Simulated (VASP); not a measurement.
Input of a VASP 6.6.1 run:

Contents of INCAR:

```
SYSTEM = HfO2
ALGO = Normal
EDIFF = 1E-6
ENCUT = 600
GGA = PE
GGA_COMPAT = .False.
ISIF = 2
ISMEAR = 0
LASPH = .True.
LCHARG = .True.
LELF = .True.
LREAL = .False.
LVHAR = .True.
LWAVE = .False.
NBANDS = 18
NELM = 120
PREC = Accurate
SIGMA = 0.01
```

KPOINTS

```
k-points
0
Gamma
  4 4 4
  0 0 0
```

The input POSCAR:

```
HfO2
1.0
    0.0000000000      2.4655750000      2.4655750000
    2.4655750000      0.0000000000      2.4655750000
    2.4655750000      2.4655750000      0.0000000000
Hf O
1 2
Direct
    0.0000000000      0.0000000000      0.0000000000
    0.2500000000      0.2500000000      0.2500000000
    0.7500000000      0.7500000000      0.7500000000
```

Potentials or basis: VASP PAW PBE potentials, release 64 (Hf_pv, O).

Run with:

```bash
$ cat potpaw_PBE.64/Hf_pv/POTCAR potpaw_PBE.64/O/POTCAR > POTCAR
$ mpirun -np 1 vasp_std > vasp.out
```

Question: Estimate the pressure.

Answer: 25.3 GPa.

Question: Estimate the band gap on the k mesh.

Answer: 4.03 eV, direct.

Caveat: the k points lie up to 0.55 Å⁻¹ apart; spin-orbit coupling is left out, which moves the levels of the heavy elements. A k mesh can miss the band edges.
